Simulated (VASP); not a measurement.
Here is a VASP 6.6.1 calculation.

The input INCAR:

```
PREC = Accurate ; ENCUT = 520
EDIFF = 1E-6 ; ISMEAR = 0
SIGMA = 0.15 ; LREAL = F
LASPH = T ; NELM = 150
ALGO = Normal ; ISIF = 2
LWAVE = F ; LCHARG = F
ISPIN = 2 ; MAGMOM = 0 0.19 0.19 0.19
LORBIT = 11 ; LMAXMIX = 4
GGA = PS ; NBANDS = 26
```

KPOINTS

```
Automatic mesh
0
Gamma
  10 10 10
```

Contents of POSCAR:

```
TaO3
1.0
    4.3534473205      0.0000000000      0.0000000000
    0.0000000000      3.9220246131      0.0000000000
    0.0000000000      0.0000000000      4.5103283051
Ta O
1 3
Direct
    0.5000000000      0.5000000000      0.5000000000
    0.0000000000      0.5000000000      0.5000000000
    0.5000000000      0.5000000000      0.0000000000
    0.5000000000      0.0000000000      0.5000000000
```

Potentials or basis: VASP PAW PBE potentials, release 64 (Ta_pv, O).

Command:

```console
$ cat potpaw_PBE.64/Ta_pv/POTCAR potpaw_PBE.64/O/POTCAR > POTCAR
$ mpirun -np 1 vasp_std > vasp.out
```

Problem. Estimate the pressure.

Solution. -23.5 GPa.

Problem. Estimate the net moment.

Solution. 1.00 μB per cell.

Problem. What does it give for the site moments?

Solution. Ta -0.14; O +0.35, +0.48, +0.13 μB.

Stress tensor (GPa, compression positive):
```
-30.52   0.00   0.00
  0.00  -8.54   0.00
  0.00   0.00 -31.42
```

Caveat: the cell differs from its parent crystal (normal strain along x +0.1100, normal strain along z +0.1500); the stress differs along the axes, from -31 to -9 GPa; the PAW data sets were made with another functional, which shifts forces and pressure a little.
